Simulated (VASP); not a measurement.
# Rb (P6_3/mmc) in VASP: a series of runs

Runs on Rb. Level: PBE. Tasks: single point.

Everything below comes from runs of VASP 6.6.1. Logs are shortened: lines on timing, memory, paths and dates and some standing lists are left out, and cuts for length are marked.

### Step 1. The cell of the first run

The structure is hexagonal, space group P6_3/mmc (No. 194). Conventional cell: a = 3.761 Å, b = 3.761 Å, c = 11.951 Å, α = 90.00°, β = 90.00°, γ = 120.00°. Rb (site symmetry -3m) has 12 Rb at 3.69 to 3.76 Å within 4.9 Å. Within 4.9 Å of Rb (site symmetry -6m2) lie 12 Rb at 3.69 to 3.76 Å.

This isn't the form of Rb at room conditions, which is bcc.

### Step 2. Single point, PBE

File INCAR:

```
ALGO     = Normal         # electronic algorithm
EDIFF    = 1E-6           # SCF threshold, eV
ENCUT    = 520            # plane-wave cutoff, eV
GGA      = PE             # functional
ISIF     = 2              # what is computed and relaxed
ISMEAR   = -1             # smearing method
LASPH    = True           # aspherical terms in the spheres
LCHARG   = True           # write CHGCAR
LELF     = True           # ELF
LREAL    = False          # projectors in reciprocal space
LVHAR    = True         
LWAVE    = False          # write WAVECAR
NBANDS   = 26             # bands
NELM     = 100            # most SCF steps
PREC     = Accurate       # precision mode
SIGMA    = 0.05           # smearing width, eV
```

File KPOINTS:

```
k-points
0
Gamma
  6 6 4
```

File POSCAR:

```
Rb
1.0
    3.7611928268      0.0000000000      0.0000000000
   -1.8805964134      3.2572885365      0.0000000000
    0.0000000000      0.0000000000     11.9512375299
Rb
4
Direct
    0.0000000000      0.0000000000      0.0000000000
    0.0000000000      0.0000000000      0.5000000000
    0.3333333333      0.6666666667      0.2500000000
    0.6666666667      0.3333333333      0.7500000000
```

Potentials or basis: VASP PAW PBE potentials, release 64 (Rb_sv).

Started as:

```sh
> cat potpaw_PBE.64/Rb_sv/POTCAR > POTCAR
> mpirun -np 1 vasp_std > vasp.out
```

OUTCAR:

```text
EDIFF = 1E-6
   ENCUT = 520
   GGA = PE
   ISIF = 2
   ISMEAR = -1
   LASPH = True
   LREAL = False
   NELM = 100
   PREC = Accurate

 ion  position               nearest neighbor table
   1  0.000  0.000  0.000-   3 3.69   4 3.69   3 3.69   4 3.69   4 3.69   3 3.69   4 5.27   3 5.27
                             3 5.27   4 5.27   3 5.27   4 5.27
   2  0.000  0.000  0.500-   3 3.69   4 3.69   3 3.69   4 3.69   4 3.69   3 3.69   4 5.27   3 5.27
                             3 5.27   4 5.27   3 5.27   4 5.27
   3  0.333  0.667  0.250-   1 3.69   2 3.69   1 3.69   2 3.69   1 3.69   2 3.69   1 5.27   2 5.27
                             1 5.27   2 5.27   1 5.27   2 5.27
   4  0.667  0.333  0.750-   1 3.69   2 3.69   1 3.69   2 3.69   1 3.69   2 3.69   1 5.27   2 5.27
                             1 5.27   2 5.27   1 5.27   2 5.27

  LATTYP: Found a hexagonal cell.
 ALAT       =     3.7611928268
 C/A-ratio  =     3.1775125818

  Lattice vectors:

 A1 = (   3.7611928268,   0.0000000000,   0.0000000000)
 A2 = (  -1.8805964134,   3.2572885365,   0.0000000000)
 A3 = (   0.0000000000,   0.0000000000,  11.9512375299)

Analysis of symmetry for initial positions (statically):
=====================================================================
 Subroutine PRICEL returns:
 Original cell was already a primitive cell.

 Routine SETGRP: Setting up the symmetry group for a
 hexagonal supercell.

 Subroutine GETGRP returns: Found 24 space group operations
 (whereof 12 operations were pure point group operations)
 out of a pool of 24 trial point group operations.

The static configuration has the point symmetry D_3d.
 The point group associated with its full space group is D_6h.

Analysis of symmetry for dynamics (positions and initial velocities):
=====================================================================
 Subroutine PRICEL returns:
 Original cell was already a primitive cell.

 Routine SETGRP: Setting up the symmetry group for a
 hexagonal supercell.

 Subroutine GETGRP returns: Found 24 space group operations
 (whereof 12 operations were pure point group operations)
 out of a pool of 24 trial point group operations.

The dynamic configuration has the point symmetry D_3d.
 The point group associated with its full space group is D_6h.

 Subroutine INISYM returns: Found 24 space group operations
 (whereof 12 operations are pure point group operations),
 and found     1 'primitive' translations
[... 92 lines left out ...]
   LASPH  =      T    aspherical Exc in radial PAW
   ENCUT  =  520.0 eV  38.22 Ry    6.18 a.u.   6.99  6.99 22.22*2*pi/ulx,y,z
   NELM   =    100;   NELMIN=  2; NELMDL= -5     # of ELM steps
   EDIFF  = 0.1E-05   stopping-criterion for ELM
   LREAL  =      F    real-space projection
   EDIFFG = 0.1E-04   stopping-criterion for IOM
   NSW    =      0    number of steps for IOM
   IBRION =     -1    ionic relax: 0-MD 1-quasi-New 2-CG
   NFREE  =      0    steps in history (QN), initial steepest desc. (CG)
   ISIF   =      2    stress and relaxation
   ISYM   =      2    0-nonsym 1-usesym 2-fastsym
   POTIM  = 0.5000    time-step for ionic-motion
   TEBEG  =    0.0;   TEEND  =   0.0 temperature during run
   PSTRESS=    0.0 pullay stress
   NELECT =      36.0000    total number of electrons
   NUPDOWN=      -1.0000    fix difference up-down
   EMIN   =  10.00;   EMAX   =-10.00  energy-range for DOS
   EFERMI =   0.00;   METHOD = LEGACY
   ISMEAR =    -1;   SIGMA  =   0.05  broadening in eV -4-tet -1-fermi 0-gaus
   EFERMI_NEDOS =   21; number of points for ismear=-14 and -15
   IALGO  =     38    algorithm
   IMIX   =      4    mixing-type and parameters
     AMIX     =   0.40;   BMIX     =  1.00
     AMIX_MAG =   1.60;   BMIX_MAG =  1.00
  volume/ion in A,a.u.               =      36.60       247.02
  Fermi-wavevector in a.u.,A,eV,Ry     =   1.025599  1.938100 14.311323  1.051853
  Thomas-Fermi vector in A             =   2.159447
   LORBIT       =      0    0 simple, 1 ext, 2 COOP (PROOUT), +10 PAW based schemes
   GGA     = PE    functional components
   LHFCALC =     F    Hartree Fock is set to
   AEXX    =    0.0000 exact exchange contribution
   IVDW    =     0    specifies the selected vdW correction
   LEPSILON=     F    determine dielectric tensor
   LRPA    =     F    only Hartree local field effects (RPA)
 non-spin polarized calculation
  energy-cutoff  :      520.00
  volume of cell :      146.42
 maximum number of plane-waves:      3966
 NGX is ok and might be reduce to    28
   NGX = 13   NGY = 13   NGZ = 45

 number of electron      36.0000000 magnetization

 Free energy of the ion-electron system (eV)
  ---------------------------------------------------
  ext. energy  EPLUGINS =         0.00000000
  ---------------------------------------------------
  free energy    TOTEN  =         0.47004352 eV

  energy without entropy =        0.52370424  energy(sigma->0) =        0.49687388

 E-fermi :   3.3601     XC(G=0):  -8.2634

 val. band max:        3.3506128430   @ k =   0.5000   0.0000   0.2500
 cond. band min:       3.4068419775   @ k =   0.3333   0.1667   0.5000
 fundamental gap:      0.0562291346
 Fermi energy:         3.3600750983

 k-point     1 :       0.0000    0.0000    0.0000
  band No.  band energies     occupation
      1     -25.9084      2.00000
      2     -25.8182      2.00000
      3     -25.7952      2.00000
      4     -25.7017      2.00000
      5     -10.7795      2.00000
      6     -10.1141      2.00000
[... 598 lines left out ...]
     25       6.0587      0.00000
     26       6.0884      0.00000

------------------------ aborting loop because EDIFF is reached ----------------------------------------

  FORCE on cell =-STRESS in cart. coord.  units (eV):
  Direction    XX          YY          ZZ          XY          YZ          ZX
  --------------------------------------------------------------------------------------
  -------------------------------------------------------------------------------------
  Total        9.8907622      9.8907622     10.7421261     -0.0000000     -0.0000000      0.0000000
  in kB      108.2294958    108.2294958    117.5455307     -0.0000000     -0.0000000      0.0000000
  external PRESSURE =     111.3348408 kB  Pullay stress =       0.0000000 kB

 VOLUME and BASIS-vectors are now :
 -----------------------------------------------------------------------------
  energy-cutoff  :      520.00
  volume of cell :      146.42
      direct lattice vectors                 reciprocal lattice vectors
     3.761192827  0.000000000  0.000000000     0.265873101  0.153501906  0.000000000
    -1.880596413  3.257288536  0.000000000     0.000000000  0.307003813  0.000000000
     0.000000000  0.000000000 11.951237530     0.000000000  0.000000000  0.083673343

 POSITION                                       TOTAL-FORCE (eV/Angst)
 -----------------------------------------------------------------------------------
      0.00000      0.00000      0.00000         0.000000      0.000000     -0.000000
      0.00000      0.00000      5.97562         0.000000      0.000000     -0.000000
     -0.00000      2.17153      2.98781        -0.000000      0.000000      0.000000
      1.88060      1.08576      8.96343         0.000000      0.000000     -0.000000
 -----------------------------------------------------------------------------------
    total drift:                                0.000000     -0.000000      0.000000

  FREE ENERGIE OF THE ION-ELECTRON SYSTEM (eV)
  ---------------------------------------------------
  free  energy   TOTEN  =         0.4700435152 eV

  energy  without entropy=        0.5237042364  energy(sigma->0) =        0.49687388
```

OSZICAR:

```text
N       E                     dE             d eps       ncg     rms          rms(c)
DAV:   1     0.222397080431E+03    0.22240E+03   -0.16271E+04  1092   0.122E+03
DAV:   2     0.133908997406E+02   -0.20901E+03   -0.20465E+03  1598   0.240E+02
DAV:   3     0.898419864774E+00   -0.12492E+02   -0.12255E+02  1472   0.541E+01
DAV:   4     0.408851913499E+00   -0.48957E+00   -0.48776E+00  1700   0.823E+00
DAV:   5     0.403676748885E+00   -0.51752E-02   -0.51723E-02  1422   0.984E-01    0.634E+00
DAV:   6     0.464563664204E+00    0.60887E-01   -0.88034E-02  1328   0.144E+00    0.405E+00
DAV:   7     0.466515855187E+00    0.19522E-02   -0.16608E-01  1496   0.191E+00    0.512E-01
DAV:   8     0.470109434102E+00    0.35936E-02   -0.21714E-02  1244   0.738E-01    0.725E-02
DAV:   9     0.470034793198E+00   -0.74641E-04   -0.12439E-03  1574   0.140E-01    0.396E-02
DAV:  10     0.470042049303E+00    0.72561E-05   -0.50987E-05  1442   0.386E-02    0.185E-02
DAV:  11     0.470043404367E+00    0.13551E-05   -0.40674E-06  1254   0.997E-03    0.311E-03
DAV:  12     0.470043515234E+00    0.11087E-06   -0.20652E-07   744   0.290E-03
   1 F= 0.47004352E+00 E0= 0.49687388E+00  d E =-.536607E-01
```

Run time: 75 s. Hardware: 1 thread of Intel Xeon Platinum 8259CL at 2.50GHz (Skylake/Cascade Lake), shared host; peak memory 0.26 GiB.

What came out:

```
Free energy            : 0.4700 eV
Pressure               : 11.1 GPa
Band gap on the k mesh : zero (bands 18 and 19 overlap by 2.15 eV)
```

Caveat: the cell stands under pressure.

(Continued in part 2 of 2.)

The gap in the log of VASP goes by the Fermi energy; the results here count the filled bands.